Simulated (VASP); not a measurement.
## Si3NiO8 (a cell with a defect): single point with r2SCAN

Crystal: Si3NiO8 (a cell with a defect).

```
Si Ni O
1.0
     4.59900    0.00000    0.00000
     0.00000    4.59900    0.00000
     0.00000    0.00000    6.13000
Si Ni O
3 1 8
Cartesian
  1.5618 1.5618 0.0000
  0.7377 3.8613 1.5325
  3.0372 3.0372 3.0650
  3.8613 0.7377 4.5975
  1.0293 0.8278 1.3265
  1.4717 3.3288 2.8590
  3.5697 3.7712 4.3915
  3.1273 1.2702 5.9240
  3.3288 1.4717 3.2710
  3.7712 3.5697 1.7385
  1.2702 3.1273 0.2060
  0.8278 1.0293 4.8035
```

| Item | Value |
| --- | --- |
| Program | VASP 6.6.1 |
| Task | single point |
| Functional | r2SCAN |
| Potentials or basis | VASP PAW PBE potentials, release 64 (Si, Ni, O) |
| Cutoff | 520 eV |
| k mesh | 3 × 3 × 2 |
| Occupations | fermi-dirac, width 0.05 eV |
| Spin | collinear spin, ferromagnetic start |
| Starting moments | [0.0, 0.0, 0.0, 2.06, 0.0, 0.0, 0.0, 0.0, 0.0, 0.0, 0.0, 0.0] μB |
| Fixed moment | 2.06 μB |

| Quantity | Value |
| --- | --- |
| Pressure | 26.3 GPa |
| Largest force | 5.661 eV/Å |
| Net moment | 2.06 μB per cell |
| Site moments | Si +0.02, +0.00; Ni +1.38; O -0.00, +0.00, +0.14, +0.13 μB |
| Valence electrons inside the program's atomic spheres | Si 1.72, 1.70; Ni 10.52; O 5.29, 5.20 |

Forces in eV/Å, atoms in the order of the input:
```
Si  -0.263  0.404 -0.006
Si  -0.057  0.057  0.000
Si  -0.404  0.263  0.006
Ni   0.048 -0.048  0.000
O   -0.054  0.010  0.175
O   -0.020 -0.074  0.069
O   -0.661 -5.572 -0.753
O   -1.866  2.357  4.673
O   -2.357  1.866 -4.673
O   -0.010  0.054 -0.175
O    0.074  0.020 -0.069
O    5.572  0.661  0.753
```

Stress tensor (GPa, compression positive):
```
26.16 -0.43  2.34
-0.43 26.16  2.34
 2.34  2.34 26.69
```

Run time: 4.9 min on 1 thread of Intel(R) Xeon(R) 6975P-C (Granite Rapids) (shared host), peak memory 0.35 GiB.

Caveat: the k points lie up to 0.51 Å⁻¹ apart; the PAW data sets were made with another functional, which shifts forces and pressure a little; the total moment is fixed, so each spin has its own Fermi level.
